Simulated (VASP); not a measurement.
# La2O3 (P-3m1) in VASP: notebook

Runs on La2O3. Level: PBE+D4. Tasks: single point.

Program: VASP 6.6.1. These are calculated values, not measurements. Logs are shortened: lines on timing, memory, paths and dates and some standing lists are left out, and cuts for length are marked.

## 1. The cell of the first run

It takes space group P-3m1 (No. 164, trigonal). Conventional cell: a = 3.944 Å, b = 3.944 Å, c = 6.132 Å, α = 90.00°, β = 90.00°, γ = 120.00°. La (site symmetry 3m) has 7 O at 2.37 to 2.73 Å within 3.1 Å. O (site symmetry 3m) has 4 La at 2.37 to 2.45 Å and 3 O at 2.90 Å within 3.1 Å. Within 3.6 Å of O (site symmetry -3m) lie 6 La at 2.73 Å and 6 O at 3.15 Å.

## 2. Single point, PBE+D4

Input file INCAR:

```
ALGO = Normal
EDIFF = 1E-6
ENCUT = 520
GGA = PE
ISIF = 2
ISMEAR = 0
IVDW = 13
LASPH = True
LCHARG = True
LELF = True
LREAL = False
LVHAR = True
LWAVE = False
NBANDS = 28
NELM = 100
PREC = Accurate
SIGMA = 0.01
```

Input file KPOINTS:

```
k-points
0
Gamma
  6 6 4
```

Input file POSCAR:

```
La2O3
1.0
    3.9438371591      0.0000000000      0.0000000000
   -1.9719185795      3.4154625615      0.0000000000
    0.0000000000      0.0000000000      6.1322596442
La O
2 3
Direct
    0.6666666667      0.3333333333      0.7537640000
    0.3333333333      0.6666666667      0.2462360000
    0.6666666667      0.3333333333      0.3541090000
    0.3333333333      0.6666666667      0.6458910000
    0.0000000000      0.0000000000      0.0000000000
```

Potentials or basis: VASP PAW PBE potentials, release 64 (La, O).

Run with:

```
$ cat potpaw_PBE.64/La/POTCAR potpaw_PBE.64/O/POTCAR > POTCAR
$ mpirun -np 1 vasp_std > vasp.out
```

OUTCAR:

```text
EDIFF = 1E-6
   ENCUT = 520
   GGA = PE
   ISIF = 2
   ISMEAR = 0
   IVDW = 13
   LASPH = True
   LREAL = False
   NELM = 100
   PREC = Accurate

 ion  position               nearest neighbor table
   1  0.667  0.333  0.754-   4 2.37   4 2.37   4 2.37   3 2.45   5 2.73   5 2.73   5 2.73
   2  0.333  0.667  0.246-   3 2.37   3 2.37   3 2.37   4 2.45   5 2.73   5 2.73   5 2.73
   3  0.667  0.333  0.354-   2 2.37   2 2.37   2 2.37   1 2.45
   4  0.333  0.667  0.646-   1 2.37   1 2.37   1 2.37   2 2.45
   5  0.000  0.000  0.000-   2 2.73   1 2.73   2 2.73   1 2.73   1 2.73   2 2.73

  LATTYP: Found a hexagonal cell.
 ALAT       =     3.9438371591
 C/A-ratio  =     1.5548967660

  Lattice vectors:

 A1 = (   3.9438371591,   0.0000000000,   0.0000000000)
 A2 = (  -1.9719185795,   3.4154625615,   0.0000000000)
 A3 = (   0.0000000000,   0.0000000000,   6.1322596442)

Analysis of symmetry for initial positions (statically):
=====================================================================
 Subroutine PRICEL returns:
 Original cell was already a primitive cell.

 Routine SETGRP: Setting up the symmetry group for a
 hexagonal supercell.

 Subroutine GETGRP returns: Found 12 space group operations
 (whereof 12 operations were pure point group operations)
 out of a pool of 24 trial point group operations.

The static configuration has the point symmetry D_3d.

Analysis of symmetry for dynamics (positions and initial velocities):
=====================================================================
 Subroutine PRICEL returns:
 Original cell was already a primitive cell.

 Routine SETGRP: Setting up the symmetry group for a
 hexagonal supercell.

 Subroutine GETGRP returns: Found 12 space group operations
 (whereof 12 operations were pure point group operations)
 out of a pool of 24 trial point group operations.

The dynamic configuration has the point symmetry D_3d.

 Subroutine INISYM returns: Found 12 space group operations
 (whereof 12 operations are pure point group operations),
 and found     1 'primitive' translations

----------------------------------------------------------------------------------------

                                     Primitive cell

  volume of cell :      82.6017

  direct lattice vectors                    reciprocal lattice vectors
     3.943837159  0.000000000  0.000000000     0.253560165  0.146393055  0.000000000
    -1.971918580  3.415462562  0.000000000     0.000000000  0.292786111  0.000000000
     0.000000000  0.000000000  6.132259644     0.000000000  0.000000000  0.163072025

  length of vectors
[... 91 lines left out ...]
   IBRION =     -1    ionic relax: 0-MD 1-quasi-New 2-CG
   NFREE  =      0    steps in history (QN), initial steepest desc. (CG)
   ISIF   =      2    stress and relaxation
   ISYM   =      2    0-nonsym 1-usesym 2-fastsym
   POTIM  = 0.5000    time-step for ionic-motion
   TEBEG  =    0.0;   TEEND  =   0.0 temperature during run
   PSTRESS=    0.0 pullay stress
   NELECT =      40.0000    total number of electrons
   NUPDOWN=      -1.0000    fix difference up-down
   EMIN   =  10.00;   EMAX   =-10.00  energy-range for DOS
   EFERMI =   0.00;   METHOD = LEGACY
   ISMEAR =     0;   SIGMA  =   0.01  broadening in eV -4-tet -1-fermi 0-gaus
   EFERMI_NEDOS =   21; number of points for ismear=-14 and -15
   IALGO  =     38    algorithm
   IMIX   =      4    mixing-type and parameters
     AMIX     =   0.40;   BMIX     =  1.00
     AMIX_MAG =   1.60;   BMIX_MAG =  1.00
  volume/ion in A,a.u.               =      16.52       111.48
  Fermi-wavevector in a.u.,A,eV,Ry     =   1.285578  2.429390 22.486501  1.652711
  Thomas-Fermi vector in A             =   2.417704
   LORBIT       =      0    0 simple, 1 ext, 2 COOP (PROOUT), +10 PAW based schemes
   GGA     = PE    functional components
   LHFCALC =     F    Hartree Fock is set to
   AEXX    =    0.0000 exact exchange contribution
   IVDW    =    13    specifies the selected vdW correction
   LEPSILON=     F    determine dielectric tensor
   LRPA    =     F    only Hartree local field effects (RPA)
 non-spin polarized calculation
 Gauss-broadening in eV      SIGMA  =   0.01
  energy-cutoff  :      520.00
  volume of cell :       82.60
 maximum number of plane-waves:      2267
 NGX is ok and might be reduce to    30
   NGX = 15   NGY = 15   NGZ = 23

 number of electron      39.9999991 magnetization

 Free energy of the ion-electron system (eV)
  ---------------------------------------------------
  ext. energy  EPLUGINS =         0.00000000
  ---------------------------------------------------
  free energy    TOTEN  =       -41.82291724 eV

  energy without entropy =      -41.82291724  energy(sigma->0) =      -41.82291724

 E-fermi :   5.9638     XC(G=0): -10.4237

 val. band max:        5.8819866240   @ k =   0.5000   0.0000   0.5000
 cond. band min:       9.7265764926   @ k =   0.5000   0.0000   0.0000
 fundamental gap:      3.8445898686
 Fermi energy:         5.9637632707

 k-point     1 :       0.0000    0.0000    0.0000
  band No.  band energies     occupation
      1     -23.9734      2.00000
      2     -23.7407      2.00000
      3     -11.0192      2.00000
      4      -9.7786      2.00000
      5      -9.3419      2.00000
      6      -7.4422      2.00000
[... 733 lines left out ...]
     27      11.2060      0.00000
     28      11.2422      0.00000

------------------------ aborting loop because EDIFF is reached ----------------------------------------

  DFT-D4 for vdW energy calculation

  Edisp (eV):   -1.28329

  FORCE on cell =-STRESS in cart. coord.  units (eV):
  Direction    XX          YY          ZZ          XY          YZ          ZX
  --------------------------------------------------------------------------------------
  -------------------------------------------------------------------------------------
  Total      -1.43174    -1.43174    -1.02382    -0.00000     0.00000     0.00000
  in kB     -27.77063   -27.77062   -19.85846    -0.00000     0.00000     0.00000
  external pressure =      -25.13 kB  Pullay stress =        0.00 kB

 VOLUME and BASIS-vectors are now :
 -----------------------------------------------------------------------------
  energy-cutoff  :      520.00
  volume of cell :       82.60
      direct lattice vectors                 reciprocal lattice vectors
     3.943837159  0.000000000  0.000000000     0.253560165  0.146393055  0.000000000
    -1.971918580  3.415462562  0.000000000     0.000000000  0.292786111  0.000000000
     0.000000000  0.000000000  6.132259644     0.000000000  0.000000000  0.163072025

 POSITION                                       TOTAL-FORCE (eV/Angst)
 -----------------------------------------------------------------------------------
      1.97192      1.13849      4.62228        -0.000000      0.000000     -0.118553
     -0.00000      2.27698      1.50998         0.000000     -0.000000      0.118553
      1.97192      1.13849      2.17149         0.000000      0.000000     -0.033354
     -0.00000      2.27698      3.96077        -0.000000     -0.000000      0.033354
      0.00000      0.00000      0.00000        -0.000000     -0.000000      0.000000
 -----------------------------------------------------------------------------------
    total drift:                               -0.000000      0.000000      0.000000

  FREE ENERGIE OF THE ION-ELECTRON SYSTEM (eV)
  ---------------------------------------------------
  free  energy   TOTEN  =       -43.1062070072 eV

  energy  without entropy=      -43.1062070072  energy(sigma->0) =      -43.10620701
```

OSZICAR:

```text
N       E                     dE             d eps       ncg     rms          rms(c)
DAV:   1     0.469087671537E+03    0.46909E+03   -0.15360E+04  1424   0.216E+03
DAV:   2     0.865829177993E+02   -0.38250E+03   -0.36240E+03  1760   0.348E+02
DAV:   3    -0.322927630742E+02   -0.11888E+03   -0.11528E+03  2224   0.193E+02
DAV:   4    -0.465690443720E+02   -0.14276E+02   -0.14241E+02  2284   0.715E+01
DAV:   5    -0.475013334159E+02   -0.93229E+00   -0.93153E+00  2336   0.205E+01    0.148E+01
DAV:   6    -0.418736338749E+02    0.56277E+01   -0.50142E+01  2176   0.378E+01    0.754E+00
DAV:   7    -0.418191814824E+02    0.54452E-01   -0.52546E+00  2576   0.205E+01    0.347E+00
DAV:   8    -0.418233908734E+02   -0.42094E-02   -0.58991E-01  2352   0.586E+00    0.117E+00
DAV:   9    -0.418188520237E+02    0.45388E-02   -0.10132E-01  2448   0.229E+00    0.322E-01
DAV:  10    -0.418215031798E+02   -0.26512E-02   -0.23569E-02  2344   0.948E-01    0.164E-01
DAV:  11    -0.418228397591E+02   -0.13366E-02   -0.82328E-03  2472   0.626E-01    0.131E-01
DAV:  12    -0.418228724702E+02   -0.32711E-04   -0.29364E-03  2256   0.317E-01    0.525E-02
DAV:  13    -0.418229161769E+02   -0.43707E-04   -0.11411E-03  2368   0.211E-01    0.251E-02
DAV:  14    -0.418229167296E+02   -0.55274E-06   -0.16862E-04  2304   0.100E-01    0.773E-03
DAV:  15    -0.418229168975E+02   -0.16787E-06   -0.18945E-05  2216   0.349E-02    0.287E-03
DAV:  16    -0.418229172361E+02   -0.33865E-06   -0.63449E-06  1880   0.157E-02
   1 F= -.43106207E+02 E0= -.43106207E+02  d E =-.106436E-32
```

Wall time 48 s (1 thread of AMD EPYC 9R45 (Zen 5), shared host); peak memory 0.2 GiB.

Results:

| Quantity | Value |
| --- | --- |
| Free energy | -43.1062 eV |
| Pressure | -2.5 GPa |
| Largest force | 0.119 eV/Å |
| Band gap on the k mesh | 3.84 eV, indirect (least direct gap 3.98 eV) |
| Dispersion energy per atom | -0.257 eV |

Forces in eV/Å, atoms in the order of the input:
```
La   0.000  0.000 -0.119
La   0.000  0.000  0.119
O    0.000  0.000 -0.033
O    0.000  0.000  0.033
O    0.000  0.000  0.000
```

Levels at points of the mesh, in eV from the valence-band top:
```csv
k point,band 18,band 19,band 20,band 21,band 22,band 23
"(0.00, 0.00, 0.00)",-0.37,-0.37,-0.10,4.29,4.57,4.57
"(0.50, 0.00, 0.00)",-0.65,-0.42,-0.29,3.84,4.68,5.12
"(0.00, 0.00, 0.50)",-0.76,-0.28,-0.28,4.66,4.69,4.69
"(0.50, 0.00, 0.50)",-0.69,-0.37,0.00,4.38,4.60,5.02
```

Caveat: spin-orbit coupling is left out, which moves the levels of the heavy elements. A k mesh can miss the band edges.

(Continued in part 2 of 2.)
